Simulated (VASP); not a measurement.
The system is B.

```xyz
1
Lattice="1.9200 0.0000 0.0000 0.0000 1.9200 0.0000 0.0000 0.0000 1.9200" Properties=species:S:1:pos:R:3 pbc="T T T"
B     0.0000    0.0000    0.0000
```

```yaml
Program: VASP 6.6.1
Task: relaxation of cell and atoms
Functional: RPBE
Potentials_or_basis: VASP PAW PBE potentials, release 64 (B)
Cutoff: 500 eV
k_mesh: 16 × 16 × 16
Occupations: fermi-dirac, width 0.1 eV
Spin: no spin polarisation
```

At the start: pressure -8.8 GPa; volume 7.08 Å³/atom.

**Question.** Where does the relaxation end?

**Answer.** Over 3 steps the energy falls by 8.2 meV/atom and the volume is 6.79 Å³/atom (-4.1 %); space group Pm-3m (No. 221, to 0.05 Å).

The path:
```csv
step,energy change (eV),largest force (eV/Å),pressure (GPa),volume (Å³)
1,0.0000,0.0000,-8.77,7.08
2,-0.0071,0.0000,3.54,6.69
3,-0.0082,0.0000,0.02,6.79
```

Final structure:
```yaml
crystal:
  lattice:
    - [1.89358, 0.00000, 0.00000]
    - [0.00000, 1.89358, 0.00000]
    - [0.00000, 0.00000, 1.89358]
  atoms:
    - { symbol: B, position: [0.00000, 0.00000, 0.00000] }
```

Caveat: the PAW data sets were made with another functional, which shifts forces and pressure a little.
